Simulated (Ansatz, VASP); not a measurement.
## Ge in VASP and in Ansatz

```
Ge
1.0
    -3.96733    3.96733    3.96733
     3.96733   -3.96733    3.96733
     3.96733    3.96733   -3.96733
Ge
8
Cartesian
  1.2684 1.2684 1.2684
  2.6989 2.6989 -2.6989
  2.6989 -2.6989 2.6989
  -2.6989 2.6989 2.6989
  2.6989 2.6989 2.6989
  1.2684 1.2684 -1.2684
  1.2684 -1.2684 1.2684
  -1.2684 1.2684 1.2684
```

Alike in both runs: functional PBE; k mesh 8 × 8 × 8; occupations gaussian, width 0.1 eV; no spin polarisation.

Ansatz relaxed the structure, and its values are those at the end. VASP's run is a single point on that final structure, the one shown.

|  | VASP | Ansatz |
| --- | --- | --- |
| version | VASP 6.6.1 | Ansatz 0.2.0 |
| potentials or method | VASP PAW PBE potentials, release 64 (Ge_d), cutoff 520 eV | scalar-relativistic, plane waves, PAW |
| valence electrons in the cell | 112 | 112 |

Ansatz gave:

```
gap on the k mesh at the Fermi level (eV) : none
pressure (GPa)                            : 0.0
rms of the force components (eV/Å)        : 0.004
```

Q: Which values does VASP return?

A: gap on the k mesh at the Fermi level (eV): none; pressure (GPa): -0.1; rms of the force components (eV/Å): 0.005.

A gap of «none» marks a metal or a gap that the smearing closes.
